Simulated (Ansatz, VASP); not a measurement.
One calculation of PPb2, two programs

File INCAR:

```
SYSTEM = PPb2
  ALGO = Normal
  EDIFF = 1E-6
  EDIFFG = -0.04
  ENCUT = 600
  GGA = PE
  IBRION = 2
  ISIF = 3
  ISMEAR = 0
  LASPH = .TRUE.
  LCHARG = .FALSE.
  LREAL = .FALSE.
  LWAVE = .FALSE.
  NELM = 100
  NSW = 90
  PREC = Accurate
  SIGMA = 0.1
```

The input KPOINTS:

```
k-points
0
G
  4 2 4
  0 0 0
```

File POSCAR:

```
PPb2
1.0
    4.0110432040      0.0000000000      0.0000000000
    0.0000000000      8.2724125425      0.0000000000
    0.0000000000      0.0000000000      5.2040860751
P Pb
2 4
Direct
    0.5000000000      0.8092296784      0.0908969971
    0.0000000000      0.1907703216      0.5908969971
    0.0000000000      0.5699621778      0.9361147402
    0.5000000000      0.4300378222      0.4361147402
    0.5000000000      0.1448598949      0.9730543936
    0.0000000000      0.8551401051      0.4730543936
```

Input for Ansatz:

```yaml
crystal:
  lattice:
    - [4.011043204, 0.0, 0.0]
    - [0.0, 8.2724125425, 0.0]
    - [0.0, 0.0, 5.2040860751]
  atoms:
    - { symbol: P, position: [0.5, 0.8092296784, 0.0908969971] }
    - { symbol: P, position: [0.0, 0.1907703216, 0.5908969971] }
    - { symbol: Pb, position: [0.0, 0.5699621778, 0.9361147402] }
    - { symbol: Pb, position: [0.5, 0.4300378222, 0.4361147402] }
    - { symbol: Pb, position: [0.5, 0.1448598949, 0.9730543936] }
    - { symbol: Pb, position: [0.0, 0.8551401051, 0.4730543936] }
basis:
  ecutwfc: 420
kpoints:
  mp_grid: { grid: [4, 2, 4] }
hamiltonian:
  xc: pbe
scf:
  occupations: { method: gaussian, width: 0.1 }
  lower_state_search: "off"
output:
  forces: true
  stress: true
  eigenvalues: true
relax:
  adjacent_minimum: "off"
  f_tol: 0.04
  max_steps: 70
  cell: { stress_tol: 0.4 }
```

Change from the starting cell: the structure that the rattled cell fell into.

Alike in both runs: task relaxation of cell and atoms; functional PBE; k mesh 4 × 2 × 4; occupations gaussian, width 0.1 eV; no spin polarisation.

|  | VASP | Ansatz |
| --- | --- | --- |
| version | VASP 6.6.1 | Ansatz 0.2.0 |
| potentials or method | VASP PAW PBE potentials, release 64 (P, Pb_d), cutoff 600 eV | scalar-relativistic, plane waves, PAW |
| valence electrons in the cell | 66 | 66 |

```csv
,VASP,Ansatz,Ansatz less VASP
"gap on the k mesh at the Fermi level, each at its own relaxed structure (eV)",none,none,-
relaxed volume (Å³/atom),28.38,28.40,+0.021
relaxed length of the cell vector where the two differ most in proportion (Å),8.368,8.336,-0.0322
```

A gap of «none» marks a metal or a gap that the smearing closes.

The k mesh is coarse, so the values compare programs but aren't converged. Neither program's run includes spin-orbit coupling.
